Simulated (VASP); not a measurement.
# ZnS (P1) in VASP: single point with r2SCAN

Aim: the single point of ZnS with r2SCAN.

Program: VASP 6.6.1. These are calculated values, not measurements. Logs are shortened: lines on timing, memory, paths and dates and some standing lists are left out, and cuts for length are marked.

## Step 1: The cell of the first run

The typed cell holds 4 atoms: a = 3.642 Å, b = 3.870 Å, c = 6.488 Å, α = 91.79°, β = 92.80°, γ = 124.40°.

## Step 2: Single point, r2SCAN (atoms moved at random and the cell strained at random)

Input file POSCAR:

```
ZnS
1.0
    3.6348887959     -0.2111738029     -0.0965741314
   -2.0003262759      3.3122190801     -0.0625544781
   -0.1579751581     -0.2093629949      6.4825729705
Zn S
2 2
Direct
    0.3285634672      0.6631218114     -0.0016305061
    0.6602480458      0.3262685226      0.5004242987
    0.3365393215      0.6791303832      0.3867449885
    0.6746491655      0.3314792828      0.8844612189
```

Input file INCAR.step1:

```
ALGO = Normal ; EDIFF = 1E-4
ENCUT = 520 ; GGA = PE
ISMEAR = 0 ; LASPH = T
LCHARG = F ; LREAL = F
LWAVE = T ; NBANDS = 26
NELM = 100 ; PREC = Accurate
SIGMA = 0.05
```

Input file INCAR.step2:

```
ALGO = Normal ; EDIFF = 1E-6
ENCUT = 520 ; ISIF = 2
ISMEAR = 0 ; ISTART = 1
LASPH = T ; LCHARG = T
LELF = T ; LMIXTAU = T
LREAL = F ; LVHAR = T
LWAVE = F ; METAGGA = R2SCAN
NBANDS = 26 ; NELM = 100
PREC = Accurate ; SIGMA = 0.05
```

Input file KPOINTS:

```
k-points
0
Gamma
  6 6 4
```

Potentials or basis: VASP PAW PBE potentials, release 64 (Zn, S).

The run is started by

```
$ cat potpaw_PBE.64/Zn/POTCAR potpaw_PBE.64/S/POTCAR > POTCAR
$ cp INCAR.step1 INCAR
$ mpirun -np 1 vasp_std > vasp.out
$ cp INCAR.step2 INCAR
$ mpirun -np 1 vasp_std > vasp.out
```

OUTCAR:

```text
EDIFF = 1E-6
   ENCUT = 520
   ISIF = 2
   ISMEAR = 0
   ISTART = 1
   LASPH = T
   LREAL = F
   METAGGA = R2SCAN
   NELM = 100
   PREC = Accurate

 ion  position               nearest neighbor table
   1  0.329  0.663  0.998-   4 2.04   4 2.31   4 2.38   3 2.52
   2  0.660  0.326  0.500-   3 2.16   3 2.22   3 2.37   4 2.49
   3  0.337  0.679  0.387-   2 2.16   2 2.22   2 2.37   1 2.52
   4  0.675  0.331  0.884-   1 2.04   1 2.31   1 2.38   2 2.49

  LATTYP: Found a triclinic cell.
 ALAT       =     3.6422983810
 B/A-ratio  =     2.5609944111
 C/A-ratio  =     0.9634229134
 COS(alpha) =     0.0070068754
 COS(beta)  =     0.4148284467
 COS(gamma) =     0.6589186803

  Lattice vectors:

 A1 = (   3.6348887959,  -0.2111738029,  -0.0965741314)
 A2 = (   5.7931902299,  -3.3140298881,  -6.5165926238)
 A3 = (   1.6345625200,   3.1010452772,  -0.1591286095)

Analysis of symmetry for initial positions (statically):
=====================================================================
 Subroutine PRICEL returns:
 Original cell was already a primitive cell.

 Routine SETGRP: Setting up the symmetry group for a
 triclinic supercell.

 Subroutine GETGRP returns: Found  1 space group operations
 (whereof  1 operations were pure point group operations)
 out of a pool of  2 trial point group operations.

The static configuration has the point symmetry C_1 .

Analysis of symmetry for dynamics (positions and initial velocities):
=====================================================================
 Subroutine PRICEL returns:
 Original cell was already a primitive cell.

 Routine SETGRP: Setting up the symmetry group for a
 triclinic supercell.

 Subroutine GETGRP returns: Found  1 space group operations
 (whereof  1 operations were pure point group operations)
 out of a pool of  2 trial point group operations.

The dynamic configuration has the point symmetry C_1 .

 Subroutine INISYM returns: Found  1 space group operations
 (whereof  1 operations are pure point group operations),
 and found     1 'primitive' translations

----------------------------------------------------------------------------------------

                                     Primitive cell

  volume of cell :      75.1682

  direct lattice vectors                    reciprocal lattice vectors
     3.634888796 -0.211173803 -0.096574131     0.285474383  0.172641319  0.012532457
    -2.000326276  3.312219080 -0.062554478     0.018480794  0.313272964  0.010567914
    -0.157975158 -0.209362995  6.482572970     0.004431188  0.005594895  0.154548416

  length of vectors
     3.642298381  3.869885464  6.487876489     0.333852828  0.313995494  0.154713125

  position of ions in fractional coordinates (direct lattice)
     0.328563467  0.663121811  0.998369494
     0.660248046  0.326268523  0.500424299
     0.336539321  0.679130383  0.386744988
     0.674649166  0.331479283  0.884461219

  ion indices of the primitive-cell ions
   primitive index   ion index
                 1           1
                 2           2
                 3           3
                 4           4

----------------------------------------------------------------------------------------

 KPOINTS: k-points

Automatic generation of k-mesh.
 Grid dimensions read from file:
 generate k-points for:    6    6    4

 Generating k-lattice:

  Cartesian coordinates                     Fractional coordinates (reciprocal lattice)
     0.047579064  0.028773553  0.002088743     0.166666667 -0.000000000 -0.000000000
     0.003080132  0.052212161  0.001761319     0.000000000  0.166666667  0.000000000
     0.001107797  0.001398724  0.038637104     0.000000000 -0.000000000  0.250000000

  Length of vectors
     0.055642138  0.052332582  0.038678281

  Shift w.r.t. Gamma in fractional coordinates (k-lattice)
     0.000000000  0.000000000  0.000000000

 Subroutine IBZKPT returns following result:
 ===========================================

 Found     76 irreducible k-points:

 Following reciprocal coordinates:
            Coordinates               Weight
  0.000000  0.000000  0.000000      1.000000
  0.166667  0.000000 -0.000000      2.000000
  0.333333  0.000000 -0.000000      2.000000
  0.500000  0.000000 -0.000000      1.000000
  0.000000  0.166667  0.000000      2.000000
  0.166667  0.166667  0.000000      2.000000
[... 16 lines left out ...]
  0.333333  0.000000  0.250000      2.000000
  0.500000  0.000000  0.250000      2.000000
 [... further k-points ...]
   k-points           NKPTS =     76   k-points in BZ     NKDIM =     76   number of bands    NBANDS=     26
   number of dos      NEDOS =    301   number of ions     NIONS =      4
   total plane-waves  NPLWV =  40320
   dimension x,y,z NGX =    28 NGY =   30 NGZ =   48
   dimension x,y,z NGXF=    56 NGYF=   60 NGZF=   96
   ions per type =               2   2
   NGX,Y,Z   is equivalent  to a cutoff of  12.78, 12.89, 12.30 a.u.
   NGXF,Y,Z  is equivalent  to a cutoff of  25.56, 25.78, 24.60 a.u.
 SYSTEM =  unknown system
   PREC   = accura    normal or accurate (medium, high low for compatibility)
   ISTART =      1    job   : 0-new  1-cont  2-samecut
   ICHARG =      0    charge: 1-file 2-atom 10-const
   ISPIN  =      1    spin polarized calculation?
   LNONCOLLINEAR =      F non collinear calculations
   LSORBIT =      F    spin-orbit coupling
   LASPH  =      T    aspherical Exc in radial PAW
   ENCUT  =  520.0 eV  38.22 Ry    6.18 a.u.   6.77  7.20 12.06*2*pi/ulx,y,z
   NELM   =    100;   NELMIN=  2; NELMDL=  0     # of ELM steps
   EDIFF  = 0.1E-05   stopping-criterion for ELM
   LREAL  =      F    real-space projection
   EDIFFG = 0.1E-04   stopping-criterion for IOM
   NSW    =      0    number of steps for IOM
   IBRION =     -1    ionic relax: 0-MD 1-quasi-New 2-CG
   NFREE  =      0    steps in history (QN), initial steepest desc. (CG)
   ISIF   =      2    stress and relaxation
   ISYM   =      2    0-nonsym 1-usesym 2-fastsym
   POTIM  = 0.5000    time-step for ionic-motion
   TEBEG  =    0.0;   TEEND  =   0.0 temperature during run
   PSTRESS=    0.0 pullay stress
   NELECT =      36.0000    total number of electrons
   NUPDOWN=      -1.0000    fix difference up-down
   EMIN   =  10.00;   EMAX   =-10.00  energy-range for DOS
   EFERMI =   0.00;   METHOD = LEGACY
   ISMEAR =     0;   SIGMA  =   0.05  broadening in eV -4-tet -1-fermi 0-gaus
   EFERMI_NEDOS =   21; number of points for ismear=-14 and -15
   IALGO  =     38    algorithm
   IMIX   =      4    mixing-type and parameters
     AMIX     =   0.40;   BMIX     =  1.00
     AMIX_MAG =   1.60;   BMIX_MAG =  1.00
  volume/ion in A,a.u.               =      18.79       126.82
  Fermi-wavevector in a.u.,A,eV,Ry     =   1.280848  2.420451 22.321327  1.640571
  Thomas-Fermi vector in A             =   2.413252
   LORBIT       =      0    0 simple, 1 ext, 2 COOP (PROOUT), +10 PAW based schemes
   METAGGA = R2SCAN    functional components
   LHFCALC =     F    Hartree Fock is set to
   AEXX    =    0.0000 exact exchange contribution
   IVDW    =     0    specifies the selected vdW correction
   LEPSILON=     F    determine dielectric tensor
   LRPA    =     F    only Hartree local field effects (RPA)
 non-spin polarized calculation
 Gauss-broadening in eV      SIGMA  =   0.05
  energy-cutoff  :      520.00
  volume of cell :       75.17
 maximum number of plane-waves:      2046
   NGX = 13   NGY = 15   NGZ = 25

 number of electron      36.0000022 magnetization

 Free energy of the ion-electron system (eV)
  ---------------------------------------------------
  ext. energy  EPLUGINS =         0.00000000
  ---------------------------------------------------
  free energy    TOTEN  =       -36.97891239 eV

  energy without entropy =      -36.97891239  energy(sigma->0) =      -36.97891239

 E-fermi :   2.8673     XC(G=0): -10.5117

 val. band max:        2.6301353660   @ k =   0.0000   0.0000   0.0000
 cond. band min:       5.0438745893   @ k =   0.0000   0.0000   0.0000
 fundamental gap:      2.4137392233
 Fermi energy:         2.8672759051

 k-point     1 :       0.0000    0.0000    0.0000
  band No.  band energies     occupation
      1     -11.8355      2.00000
      2     -11.0058      2.00000
      3      -4.6994      2.00000
      4      -4.5712      2.00000
      5      -4.5164      2.00000
      6      -4.4551      2.00000
[... 18 lines left out ...]
     25      11.3141      0.00000
     26      12.0838      0.00000

 k-point     2 :       0.1667    0.0000   -0.0000
  band No.  band energies     occupation
      1     -11.5805      2.00000
      2     -10.8280      2.00000
      3      -4.7049      2.00000
      4      -4.5008      2.00000
      5      -4.4563      2.00000
      6      -4.4146      2.00000
[... 18 lines left out ...]
     25      11.1483      0.00000
     26      11.4786      0.00000

 k-point     3 :       0.3333    0.0000   -0.0000
  band No.  band energies     occupation
      1     -10.9707      2.00000
      2     -10.4697      2.00000
      3      -4.6437      2.00000
      4      -4.4040      2.00000
      5      -4.3322      2.00000
      6      -4.2622      2.00000
[... 18 lines left out ...]
     25      12.1210      0.00000
     26      13.2535      0.00000

 k-point     4 :       0.5000    0.0000   -0.0000
  band No.  band energies     occupation
      1     -10.5474      2.00000
      2     -10.3428      2.00000
      3      -4.5259      2.00000
      4      -4.3359      2.00000
      5      -4.2344      2.00000
      6      -4.1664      2.00000
[... 18 lines left out ...]
     25      12.1946      0.00000
     26      14.1661      0.00000

 k-point     5 :       0.0000    0.1667    0.0000
  band No.  band energies     occupation
      1     -11.6153      2.00000
      2     -10.8534      2.00000
      3      -4.6859      2.00000
      4      -4.5452      2.00000
      5      -4.5003      2.00000
      6      -4.3963      2.00000
[... 18 lines left out ...]
     25      11.1396      0.00000
     26      11.6589      0.00000

 k-point     6 :       0.1667    0.1667    0.0000
  band No.  band energies     occupation
      1     -11.1584      2.00000
      2     -10.5714      2.00000
      3      -4.6672      2.00000
      4      -4.4588      2.00000
      5      -4.3965      2.00000
      6      -4.2722      2.00000
[... 427 lines left out ...]
 k-point    21 :       0.0000    0.0000    0.2500
  band No.  band energies     occupation
      1     -11.7324      2.00000
      2     -11.1413      2.00000
      3      -4.7016      2.00000
      4      -4.5689      2.00000
      5      -4.5244      2.00000
      6      -4.4545      2.00000
[... 18 lines left out ...]
     25      10.8297      0.00000
     26      11.6346      0.00000

 k-point    22 :       0.1667   -0.0000    0.2500
  band No.  band energies     occupation
      1     -11.4611      2.00000
      2     -10.9781      2.00000
      3      -4.7141      2.00000
      4      -4.4988      2.00000
      5      -4.4677      2.00000
      6      -4.4005      2.00000
[... 18 lines left out ...]
     25      10.8327      0.00000
     26      11.4139      0.00000

 k-point    23 :       0.3333    0.0000    0.2500
  band No.  band energies     occupation
      1     -10.8666      2.00000
      2     -10.5845      2.00000
      3      -4.6415      2.00000
      4      -4.4342      2.00000
      5      -4.3281      2.00000
      6      -4.2587      2.00000
[... 18 lines left out ...]
     25      12.2323      0.00000
     26      12.7287      0.00000

 k-point    24 :       0.5000    0.0000    0.2500
  band No.  band energies     occupation
      1     -10.5400      2.00000
      2     -10.3420      2.00000
      3      -4.5182      2.00000
      4      -4.3385      2.00000
      5      -4.2812      2.00000
      6      -4.1897      2.00000
[... 18 lines left out ...]
     25      12.9893      0.00000
     26      13.3335      0.00000

 [... further k-points ...]
[... 5 lines left out ...]
  --------------------------------------------------------------------------------------
  -------------------------------------------------------------------------------------
  Total        6.4590672      5.7139921     -1.3639822      4.8578392      1.9252493      1.5358114
  in kB      137.6721318    121.7911887    -29.0726701    103.5426712     41.0358280     32.7351337
  external PRESSURE =      76.7968835 kB  Pullay stress =       0.0000000 kB

 VOLUME and BASIS-vectors are now :
 -----------------------------------------------------------------------------
  energy-cutoff  :      520.00
  volume of cell :       75.17
      direct lattice vectors                 reciprocal lattice vectors
     3.634888796 -0.211173803 -0.096574131     0.285474383  0.172641319  0.012532457
    -2.000326276  3.312219080 -0.062554478     0.018480794  0.313272964  0.010567914
    -0.157975158 -0.209362995  6.482572970     0.004431188  0.005594895  0.154548416

 POSITION                                       TOTAL-FORCE (eV/Angst)
 -----------------------------------------------------------------------------------
     -0.28989      1.91800      6.39879         2.381909      1.118277      1.206867
      1.66823      0.83648      3.15986        -0.615108      0.871670      0.826077
     -0.19630      2.09739      2.43212         0.804331     -0.893902     -0.895191
      1.64949      0.77029      5.64770        -2.571132     -1.096045     -1.137752
 -----------------------------------------------------------------------------------
    total drift:                               -0.023431     -0.015142     -0.010229

  FREE ENERGIE OF THE ION-ELECTRON SYSTEM (eV)
  ---------------------------------------------------
  free  energy   TOTEN  =       -36.9789123930 eV

  energy  without entropy=      -36.9789123930  energy(sigma->0) =      -36.97891239
```

Run time: 3.8 min. Hardware: 1 thread of Intel Xeon Platinum 8488C (Sapphire Rapids), shared host; peak memory 0.27 GiB.

What came out:

```
Free energy            : -36.9789 eV
Pressure               : 7.7 GPa
Largest force          : 3.018 eV/Å
Band gap on the k mesh : 2.41 eV
```

Forces in eV/Å, atoms in the order of the input:
```
Zn   2.382  1.118  1.207
Zn  -0.615  0.872  0.826
S    0.804 -0.894 -0.895
S   -2.571 -1.096 -1.138
```

Caveat: the cell differs from its parent crystal (atoms moved at random and the cell strained at random); the stress differs along the axes, from -3 to 14 GPa; the PAW data sets were made with another functional, which shifts forces and pressure a little.
